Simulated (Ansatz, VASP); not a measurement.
**AlN in VASP and in Ansatz**

The input INCAR:

```
PREC     = Accurate       # precision mode
ENCUT    = 520            # plane-wave cutoff, eV
EDIFF    = 1E-6           # SCF threshold, eV
ISMEAR   = 0              # smearing method
SIGMA    = 0.05           # smearing width, eV
LREAL    = F              # projectors in reciprocal space
LASPH    = T              # aspherical terms in the spheres
NELM     = 100            # most SCF steps
ALGO     = Normal         # electronic algorithm
ISIF     = 2              # what is computed and relaxed
LWAVE    = F              # write WAVECAR
LCHARG   = T              # write CHGCAR
GGA      = PE             # functional
LELF     = T              # ELF
LVHAR    = T            
NBANDS   = 26             # bands
```

KPOINTS

```
regular mesh
0
Gamma
  8 6 4
```

POSCAR

```
AlN
1.0
   -1.6567491617      2.8695737234      0.0000000000
    0.0000000000      0.0000000000      4.1874629526
    4.9702474850      2.8695737234      0.0000000000
Al N
4 4
Direct
    0.6089842715      0.7500000000      0.1015913560
    0.0000000000      0.7500000000      0.6666666667
    0.0000000000      0.2500000000      0.3333333333
    0.5000000000      0.2500000000      0.8333333333
    0.5000000000      0.2500000000      0.1666666667
    0.0000000000      0.2500000000      0.6666666667
    0.0000000000      0.7500000000      0.3333333333
    0.5000000000      0.7500000000      0.8333333333
```

Input for Ansatz:

```yaml
crystal:
  lattice:
    - [-1.6567491617, 2.8695737234, 0.0]
    - [0.0, 0.0, 4.1874629526]
    - [4.970247485, 2.8695737234, 0.0]
  atoms:
    - { symbol: Al, position: [0.6089842715, 0.75, 0.101591356] }
    - { symbol: Al, position: [0.0, 0.75, 0.6666666667] }
    - { symbol: Al, position: [0.0, 0.25, 0.3333333333] }
    - { symbol: Al, position: [0.5, 0.25, 0.8333333333] }
    - { symbol: "N", position: [0.5, 0.25, 0.1666666667] }
    - { symbol: "N", position: [0.0, 0.25, 0.6666666667] }
    - { symbol: "N", position: [0.0, 0.75, 0.3333333333] }
    - { symbol: "N", position: [0.5, 0.75, 0.8333333333] }
basis:
  ecutwfc: 420
kpoints:
  mp_grid: { grid: [8, 6, 4] }
hamiltonian:
  xc: pbe
  pseudopotentials: { kind: paw, azcp: { folder: soft_1 } }
scf:
  occupations: { method: gaussian, width: 0.05 }
output:
  forces: true
  stress: true
  eigenvalues: true
```

Alike in both runs: task single point; functional PBE; k mesh 8 × 6 × 4; occupations gaussian, width 0.05 eV; no spin polarisation.

|  | VASP | Ansatz |
| --- | --- | --- |
| version | VASP 6.6.1 | Ansatz 0.2.0 |
| potentials or method | VASP PAW PBE potentials, release 64 (Al, N), cutoff 520 eV | scalar-relativistic, plane waves, PAW |
| valence electrons in the cell | 32 | 32 |

VASP gave:

* gap on the k mesh at the Fermi level (eV): 2.32
* least direct gap on the mesh (eV): 2.32
* pressure (GPa): 8.4
* traceless stress, the component that is largest in VASP (GPa): 13.44
* rms of the force components (eV/Å): 2.967

Question: Which values does Ansatz return?

Answer: gap on the k mesh at the Fermi level (eV): 2.31; least direct gap on the mesh (eV): 2.31; pressure (GPa): 8.5; traceless stress, the component that is largest in VASP (GPa): 13.33; rms of the force components (eV/Å): 2.958.

Atom by atom the forces differ by 0.013 eV/Å (rms over components). The functional is the same, so the differences come from potentials, cutoffs and numerics.
